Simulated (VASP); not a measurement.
Runs of VASP 6.6.1 on NaF. The structure is that of space group Fm-3m (No. 225), or close to it. The cells are those of the table. 

```csv
task,cell,cutoff (eV),gap on the mesh (eV),pressure (GPa)
single point,"a = 3.184 Å, angles 60.0°, 2 atoms",520,6.79,7.7
single point,"a = 3.388 Å, angles 60.0°, 2 atoms",520,5.79,-2.4
single point,"a = 3.255 Å, angles 60.0°, 2 atoms",520,6.41,(b)
single point,"a = 3.323 Å, angles 60.0°, 2 atoms",520,6.08,-0.1
single point,"a = 3.281 Å, angles 60.0°, 2 atoms",520,(c),1.8
single point,"a = 3.430 Å, angles 60.0°, 2 atoms",520,(a),-3.6
single point,"a = 3.289 Å, angles 60.0°, 2 atoms",520,6.24,1.4
relaxation of cell and atoms,"relaxed from a = 3.281 Å, angles 60.0°, 2 atoms",600,6.10,0.0
single point,"a = 3.323 Å, angles 60.0°, 2 atoms",600,6.08,-0.2
single point,"a = 3.220 Å, angles 60.0°, 2 atoms",520,6.59,5.2
```

Alike in all rows: level PBE; potentials or basis VASP PAW PBE potentials, release 64 (Na_pv, F); no spin polarisation; k mesh 8 × 8 × 8; smearing gaussian 0.02 eV.

Q: Estimate the missing entries.

A: (a) 5.62; (b) 3.1; (c) 6.28.

A k mesh can miss the band edges.
